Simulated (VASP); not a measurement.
# Pd (P6_3/mmc) in VASP: notebook

Runs on Pd. Level: LDA. Tasks: single point.

All numbers are computed with VASP 6.6.1; they aren't measurements. Logs are shortened: lines on timing, memory, paths and dates and some standing lists are left out, and cuts for length are marked.

## Step 1: The cell of the first run

Symmetry: P6_3/mmc, No. 194, hexagonal system. The conventional cell has a = 2.727 Å, b = 2.727 Å, c = 4.534 Å, α = 90.00°, β = 90.00°, γ = 120.00°. Pd (site symmetry -6m2) has 12 Pd at 2.73 to 2.76 Å within 3.6 Å.

## Step 2: Single point, LDA

Input file INCAR:

```
PREC     = Accurate       # precision mode
ENCUT    = 520            # plane-wave cutoff, eV
EDIFF    = 1E-6           # SCF threshold, eV
ISMEAR   = -1             # smearing method
SIGMA    = 0.05           # smearing width, eV
LREAL    = F              # projectors in reciprocal space
LASPH    = T              # aspherical terms in the spheres
NELM     = 60             # most SCF steps
ALGO     = Fast           # electronic algorithm
ISIF     = 2              # what is computed and relaxed
LWAVE    = F              # write WAVECAR
LCHARG   = F              # write CHGCAR
NBANDS   = 17             # bands
```

Input file KPOINTS:

```
Automatic mesh
0
Gamma
  11 11 6
```

Input file POSCAR:

```
Pd
1.0
    2.7268396102      0.0000000000      0.0000000000
   -1.3634198051      2.3615123745      0.0000000000
    0.0000000000      0.0000000000      4.5343992815
Pd
2
Direct
    0.3333333333      0.6666666667      0.2500000000
    0.6666666667      0.3333333333      0.7500000000
```

Potentials or basis: VASP PAW LDA potentials, release 64 (Pd).

Started as:

```
cat potpaw_LDA.64/Pd/POTCAR > POTCAR
mpirun -np 1 vasp_std > vasp.out
```

OUTCAR:

```text
PREC = Accurate
   ENCUT = 520
   EDIFF = 1E-6
   ISMEAR = -1
   LREAL = F
   LASPH = T
   NELM = 60
   ISIF = 2

 ion  position               nearest neighbor table
   1  0.333  0.667  0.250-   2 2.76   2 2.76   2 2.76   2 2.76   2 2.76   2 2.76
   2  0.667  0.333  0.750-   1 2.76   1 2.76   1 2.76   1 2.76   1 2.76   1 2.76

  LATTYP: Found a hexagonal cell.
 ALAT       =     2.7268396102
 C/A-ratio  =     1.6628771507

  Lattice vectors:

 A1 = (   2.7268396102,   0.0000000000,   0.0000000000)
 A2 = (  -1.3634198051,   2.3615123745,   0.0000000000)
 A3 = (   0.0000000000,   0.0000000000,   4.5343992815)

Analysis of symmetry for initial positions (statically):
=====================================================================
 Subroutine PRICEL returns:
 Original cell was already a primitive cell.

 Routine SETGRP: Setting up the symmetry group for a
 hexagonal supercell.

 Subroutine GETGRP returns: Found 24 space group operations
 (whereof 12 operations were pure point group operations)
 out of a pool of 24 trial point group operations.

The static configuration has the point symmetry D_3d.
 The point group associated with its full space group is D_6h.

Analysis of symmetry for dynamics (positions and initial velocities):
=====================================================================
 Subroutine PRICEL returns:
 Original cell was already a primitive cell.

 Routine SETGRP: Setting up the symmetry group for a
 hexagonal supercell.

 Subroutine GETGRP returns: Found 24 space group operations
 (whereof 12 operations were pure point group operations)
 out of a pool of 24 trial point group operations.

The dynamic configuration has the point symmetry D_3d.
 The point group associated with its full space group is D_6h.

 Subroutine INISYM returns: Found 24 space group operations
 (whereof 12 operations are pure point group operations),
 and found     1 'primitive' translations

----------------------------------------------------------------------------------------

                                     Primitive cell

  volume of cell :      29.1991

  direct lattice vectors                    reciprocal lattice vectors
     2.726839610  0.000000000  0.000000000     0.366724906  0.211728723  0.000000000
    -1.363419805  2.361512375  0.000000000     0.000000000  0.423457447  0.000000000
     0.000000000  0.000000000  4.534399281     0.000000000  0.000000000  0.220536379

  length of vectors
     2.726839610  2.726839610  4.534399281     0.423457447  0.423457447  0.220536379

  position of ions in fractional coordinates (direct lattice)
     0.333333333  0.666666667  0.250000000
     0.666666667  0.333333333  0.750000000

  ion indices of the primitive-cell ions
   primitive index   ion index
                 1           1
                 2           2

----------------------------------------------------------------------------------------

 KPOINTS: Automatic mesh

Automatic generation of k-mesh.
 Grid dimensions read from file:
 generate k-points for:   11   11    6

 Generating k-lattice:

  Cartesian coordinates                     Fractional coordinates (reciprocal lattice)
     0.033338628  0.019248066  0.000000000     0.090909091  0.000000000  0.000000000
     0.000000000  0.038496132  0.000000000     0.000000000  0.090909091  0.000000000
     0.000000000  0.000000000  0.036756063     0.000000000  0.000000000  0.166666667

  Length of vectors
     0.038496132  0.038496132  0.036756063

  Shift w.r.t. Gamma in fractional coordinates (k-lattice)
     0.000000000  0.000000000  0.000000000

 Subroutine IBZKPT returns following result:
 ===========================================

 Found     64 irreducible k-points:

 Following reciprocal coordinates:
            Coordinates               Weight
  0.000000  0.000000  0.000000      1.000000
  0.090909  0.000000  0.000000      6.000000
  0.181818  0.000000  0.000000      6.000000
  0.272727  0.000000  0.000000      6.000000
  0.363636  0.000000  0.000000      6.000000
  0.454545  0.000000  0.000000      6.000000
[... 16 lines left out ...]
  0.090909  0.090909  0.166667     12.000000
  0.181818  0.090909  0.166667     24.000000
 [... further k-points ...]
   k-points           NKPTS =     64   k-points in BZ     NKDIM =     64   number of bands    NBANDS=     17
   number of dos      NEDOS =    301   number of ions     NIONS =      2
   total plane-waves  NPLWV =  14400
   dimension x,y,z NGX =    20 NGY =   20 NGZ =   36
   dimension x,y,z NGXF=    40 NGYF=   40 NGZF=   72
   ions per type =               2
   NGX,Y,Z   is equivalent  to a cutoff of  12.19, 12.19, 13.20 a.u.
   NGXF,Y,Z  is equivalent  to a cutoff of  24.39, 24.39, 26.40 a.u.
 SYSTEM =  unknown system
   PREC   = accura    normal or accurate (medium, high low for compatibility)
   ISTART =      0    job   : 0-new  1-cont  2-samecut
   ICHARG =      2    charge: 1-file 2-atom 10-const
   ISPIN  =      1    spin polarized calculation?
   LNONCOLLINEAR =      F non collinear calculations
   LSORBIT =      F    spin-orbit coupling
   LASPH  =      T    aspherical Exc in radial PAW
   ENCUT  =  520.0 eV  38.22 Ry    6.18 a.u.   5.07  5.07  8.43*2*pi/ulx,y,z
   NELM   =     60;   NELMIN=  2; NELMDL= -5     # of ELM steps
   EDIFF  = 0.1E-05   stopping-criterion for ELM
   LREAL  =      F    real-space projection
   EDIFFG = 0.1E-04   stopping-criterion for IOM
   NSW    =      0    number of steps for IOM
   IBRION =     -1    ionic relax: 0-MD 1-quasi-New 2-CG
   NFREE  =      0    steps in history (QN), initial steepest desc. (CG)
   ISIF   =      2    stress and relaxation
   ISYM   =      2    0-nonsym 1-usesym 2-fastsym
   POTIM  = 0.5000    time-step for ionic-motion
   TEBEG  =    0.0;   TEEND  =   0.0 temperature during run
   PSTRESS=    0.0 pullay stress
   NELECT =      20.0000    total number of electrons
   NUPDOWN=      -1.0000    fix difference up-down
   EMIN   =  10.00;   EMAX   =-10.00  energy-range for DOS
   EFERMI =   0.00;   METHOD = LEGACY
   ISMEAR =    -1;   SIGMA  =   0.05  broadening in eV -4-tet -1-fermi 0-gaus
   EFERMI_NEDOS =   21; number of points for ismear=-14 and -15
   IALGO  =     68    algorithm
   IMIX   =      4    mixing-type and parameters
     AMIX     =   0.40;   BMIX     =  1.00
     AMIX_MAG =   1.60;   BMIX_MAG =  1.00
  volume/ion in A,a.u.               =      14.60        98.52
  Fermi-wavevector in a.u.,A,eV,Ry     =   1.443095  2.727054 28.334454  2.082524
  Thomas-Fermi vector in A             =   2.561541
   LORBIT       =      0    0 simple, 1 ext, 2 COOP (PROOUT), +10 PAW based schemes
   GGA     = CA    functional components
   LHFCALC =     F    Hartree Fock is set to
   AEXX    =    0.0000 exact exchange contribution
   IVDW    =     0    specifies the selected vdW correction
   LEPSILON=     F    determine dielectric tensor
   LRPA    =     F    only Hartree local field effects (RPA)
 non-spin polarized calculation
 RMM-DIIS sequential band-by-band and
  energy-cutoff  :      520.00
  volume of cell :       29.20
 maximum number of plane-waves:       801
   NGX = 11   NGY = 11   NGZ = 17

 number of electron      19.9999998 magnetization

 Free energy of the ion-electron system (eV)
  ---------------------------------------------------
  ext. energy  EPLUGINS =         0.00000000
  ---------------------------------------------------
  free energy    TOTEN  =       -12.90780157 eV

  energy without entropy =      -12.86318433  energy(sigma->0) =      -12.88549295

 E-fermi :   9.7815     XC(G=0): -13.5791

 val. band max:        9.7814479913   @ k =   0.3636   0.0000   0.0000
 cond. band min:       9.7983433970   @ k =   0.4545   0.0000   0.3333
 fundamental gap:      0.0168954057
 Fermi energy:         9.7815160172

 k-point     1 :       0.0000    0.0000    0.0000
  band No.  band energies     occupation
      1       2.4511      2.00000
      2       4.3186      2.00000
      3       6.7420      2.00000
      4       6.9495      2.00000
      5       6.9495      2.00000
      6       7.3166      2.00000
[... 9 lines left out ...]
     16      29.3574      0.00000
     17      32.1398      0.00000

 k-point     2 :       0.0909    0.0000    0.0000
  band No.  band energies     occupation
      1       2.7226      2.00000
      2       4.5130      2.00000
      3       6.5740      2.00000
      4       7.0812      2.00000
      5       7.1358      2.00000
      6       7.2389      2.00000
[... 9 lines left out ...]
     16      29.0805      0.00000
     17      30.5692      0.00000

 k-point     3 :       0.1818    0.0000    0.0000
  band No.  band energies     occupation
      1       3.4625      2.00000
      2       4.9340      2.00000
      3       6.3144      2.00000
      4       6.9159      2.00000
      5       6.9620      2.00000
      6       7.5709      2.00000
[... 9 lines left out ...]
     16      28.8569      0.00000
     17      29.1904      0.00000

 k-point     4 :       0.2727    0.0000    0.0000
  band No.  band energies     occupation
      1       4.3416      2.00000
      2       5.0144      2.00000
      3       5.9855      2.00000
      4       6.4954      2.00000
      5       6.9269      2.00000
      6       7.3483      2.00000
[... 9 lines left out ...]
     16      27.1858      0.00000
     17      28.8841      0.00000
[... 343 lines left out ...]
      1       4.4644      2.00000
      2       4.5550      2.00000
      3       5.4831      2.00000
      4       6.3309      2.00000
      5       7.1129      2.00000
      6       7.6172      2.00000
[... 9 lines left out ...]
     16      23.7469      0.00000
     17      24.9578      0.00000

 k-point    23 :       0.0909    0.0909    0.1667
  band No.  band energies     occupation
      1       3.4531      2.00000
      2       4.9180      2.00000
      3       6.3650      2.00000
      4       6.7760      2.00000
      5       6.9392      2.00000
      6       7.3374      2.00000
[... 9 lines left out ...]
     16      28.8225      0.00000
     17      29.0339      0.00000

 k-point    24 :       0.1818    0.0909    0.1667
  band No.  band energies     occupation
      1       4.2487      2.00000
      2       5.3004      2.00000
      3       6.0830      2.00000
      4       6.2811      2.00000
      5       6.7833      2.00000
      6       7.2709      2.00000
[... 9 lines left out ...]
     16      27.5068      0.00000
     17      28.7774      0.00000

 [... further k-points ...]
[... 5 lines left out ...]
  --------------------------------------------------------------------------------------
  -------------------------------------------------------------------------------------
  Total       -0.9956498     -0.9956498     -0.9070116      0.0000000      0.0000000      0.0000000
  in kB      -54.6320642    -54.6320642    -49.7684216      0.0000000      0.0000000      0.0000000
  external PRESSURE =     -53.0108500 kB  Pullay stress =       0.0000000 kB

 VOLUME and BASIS-vectors are now :
 -----------------------------------------------------------------------------
  energy-cutoff  :      520.00
  volume of cell :       29.20
      direct lattice vectors                 reciprocal lattice vectors
     2.726839610  0.000000000  0.000000000     0.366724906  0.211728723  0.000000000
    -1.363419805  2.361512375  0.000000000     0.000000000  0.423457447  0.000000000
     0.000000000  0.000000000  4.534399281     0.000000000  0.000000000  0.220536379

 POSITION                                       TOTAL-FORCE (eV/Angst)
 -----------------------------------------------------------------------------------
     -0.00000      1.57434      1.13360        -0.000000      0.000000      0.000000
      1.36342      0.78717      3.40080         0.000000     -0.000000      0.000000
 -----------------------------------------------------------------------------------
    total drift:                               -0.000000      0.000000     -0.000000

  FREE ENERGIE OF THE ION-ELECTRON SYSTEM (eV)
  ---------------------------------------------------
  free  energy   TOTEN  =       -12.9078015696 eV

  energy  without entropy=      -12.8631843285  energy(sigma->0) =      -12.88549295
```

Run time: 11 s. Hardware: 1 thread of Intel Xeon 6975P-C (Granite Rapids), shared host; peak memory 0.14 GiB.

Results:

| Item | Value |
| --- | --- |
| Free energy | -12.9078 eV |
| Pressure | -5.3 GPa |
| Band gap on the k mesh | zero (band 10 reaches 9.94 eV, above the bottom of band 11 at 9.05 eV) |

[end of part 1 of 2]
